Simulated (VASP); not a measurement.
Write the native input for VASP 6.6.1 that does the following.

```
Task                               : single point
Functional                         : PBE0
Potentials or basis                : VASP PAW PBE potentials, release 64 (Cu)
Cutoff                             : 520 eV
k mesh                             : 8 × 8 × 8
Occupations                        : fermi-dirac, width 0.05 eV
Spin                               : no spin polarisation
Dipole correction                  : no
Grid for exact exchange (PRECFOCK) : Normal
Further INCAR settings             : ALGO = Normal; EDIFF = 1e-06; NBANDS = 12
Share of exact exchange            : 0.25
```

Cu:

```xyz
1
Lattice="0.0000 1.7706 1.7706 1.7706 0.0000 1.7706 1.7706 1.7706 0.0000" Properties=species:S:1:pos:R:3 pbc="T T T"
Cu    0.0000    0.0000    0.0000
```

The input as run:

POSCAR

```
Cu
1.0
    0.0000000000      1.7706018915      1.7706018915
    1.7706018915      0.0000000000      1.7706018915
    1.7706018915      1.7706018915      0.0000000000
Cu
1
Direct
    0.0000000000      0.0000000000      0.0000000000
```

INCAR.step1

```
SYSTEM = Cu
PREC = Accurate ; ENCUT = 520
EDIFF = 1E-5 ; ISMEAR = -1
SIGMA = 0.05 ; LREAL = .False.
LASPH = .True. ; NELM = 120
ALGO = Normal ; ISIF = 2
LWAVE = .True. ; LCHARG = .False.
NBANDS = 12 ; GGA = PE
GGA_COMPAT = .False.
```

INCAR.step2

```
SYSTEM = Cu
PREC = Accurate ; ENCUT = 520
EDIFF = 1E-6 ; ISMEAR = -1
SIGMA = 0.05 ; LREAL = .False.
LASPH = .True. ; NELM = 120
ALGO = Normal ; ISIF = 2
LWAVE = .False. ; LCHARG = .False.
GGA = PE ; LHFCALC = .True.
AEXX = 0.25 ; PRECFOCK = Normal
NBANDS = 12 ; ISTART = 1
GGA_COMPAT = .False.
```

KPOINTS

```
Automatic mesh
0
Gamma
  8 8 8
  0 0 0
```

Potentials or basis: VASP PAW PBE potentials, release 64 (Cu).

Launch:

```sh
$ cat potpaw_PBE.64/Cu/POTCAR > POTCAR
$ cp INCAR.step1 INCAR
$ mpirun -np 1 vasp_std > vasp.out
$ cp INCAR.step2 INCAR
$ mpirun -np 1 vasp_std > vasp.out
```

Results of the run:

The pressure is 12.7 GPa and the band gap on the k mesh is zero (an odd number of electrons rules out a gap without spin polarisation).

Caveat: the k points lie up to 0.38 Å⁻¹ apart, too coarse for converged energies and pressures of a metal; the PAW data sets were made with another functional, which shifts forces and pressure a little.

Wall time 20 min on 1 thread of Intel(R) Xeon(R) Platinum 8259CL CPU @ 2.50GHz (Skylake/Cascade Lake), on a shared host, peak memory 0.14 GiB.
